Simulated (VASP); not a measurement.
AlN:

```
Al N
1.0
     3.07093    0.00000    0.00000
    -1.53546    2.65950    0.00000
     0.00000    0.00000    4.91368
Al N
2 2
Direct
  0.66667 0.33333 0.50000
  0.33333 0.66667 0.00000
  0.66667 0.33333 0.88000
  0.33333 0.66667 0.38000
```

This cell differs from its parent crystal: volume scaled by 0.96.

Base run:

- Program: VASP 6.6.1
- Functional: PBEsol
- Potentials or basis: VASP PAW PBE potentials, release 64 (Al, N)
- Cutoff: 520 eV
- k mesh: 10 × 10 × 6
- Occupations: fermi-dirac, width 0.05 eV
- Spin: no spin polarisation

Its results: band gap on the k mesh 4.51 eV, direct; pressure 9.2 GPa; largest force 0.165 eV/Å.

Question: The run is repeated on the same cell with these changes: functional from PBEsol to LDA; potentials or basis from VASP PAW PBE potentials, release 64 (Al, N) to VASP PAW LDA potentials, release 64 (Al, N). What comes out?

Answer: Band gap on the k mesh 4.61 eV, direct; pressure 4.6 GPa; largest force 0.151 eV/Å.

Caveats: the PAW data sets were made with another functional, which shifts forces and pressure a little (some runs).

A k mesh can miss the band edges.
